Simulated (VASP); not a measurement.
Runs of VASP 6.6.1 on Ge. Symmetry: Cmcm, No. 63, orthorhombic system. Conventional cell: a = 2.976 Å, b = 5.189 Å, c = 4.728 Å, α = 90.00°, β = 90.00°, γ = 90.00°. Within 3.9 Å of Ge (site symmetry m2m) lie 12 Ge at 2.92 to 2.99 Å. This isn't the form of Ge at room conditions, which is diamond.

```csv
task,level,cell,k mesh,cutoff (eV),second try,grid for exact exchange (PRECFOCK),share of exact exchange,gap on the mesh (eV),pressure (GPa),relaxed volume (Å³/atom),largest force (eV/Å)
relaxation of cell and atoms,PBEsol,relaxed to 5 GPa,10 × 10 × 6,620,not_converged,-,-,none,5.0,-,-
relaxation of cell and atoms,PBE+D4,relaxed,10 × 10 × 6,600,-,-,-,none,-0.1,18.48,0.01
relaxation of cell and atoms,RPBE+D4,relaxed,10 × 10 × 6,620,not_converged,-,-,none,0.0,18.20,0.01
relaxation of cell and atoms,RPBE+D3(BJ),relaxed,10 × 10 × 6,600,-,-,-,none,-0.1,(a),0.01
single point,r2SCAN50,as given,5 × 5 × 3,520,-,Normal,0.5,none,-0.6,-,0.10
```

Alike in all rows: potentials or basis VASP PAW PBE potentials, release 64 (Ge_d); no spin polarisation; smearing fermi-dirac 0.05 eV.

Q: Fill in the values left out.

A: (a) 15.39.

Caveats: some runs use coarse meshes; the PAW data sets were made with another functional, which shifts forces and pressure a little (at least some runs); the cell is relaxed towards a set pressure, so the run minimises the enthalpy, not the energy (at least some runs); the volume moved by over 15 % at a fixed basis, so the end points are rough (at least some runs); the dispersion term is far too large for a dense solid, which distorts pressure and volume (at least some runs).

A k mesh can miss the band edges, and the runs leave out spin-orbit coupling on Ge.

A gap of «none» marks levels without a gap at the run's occupations.
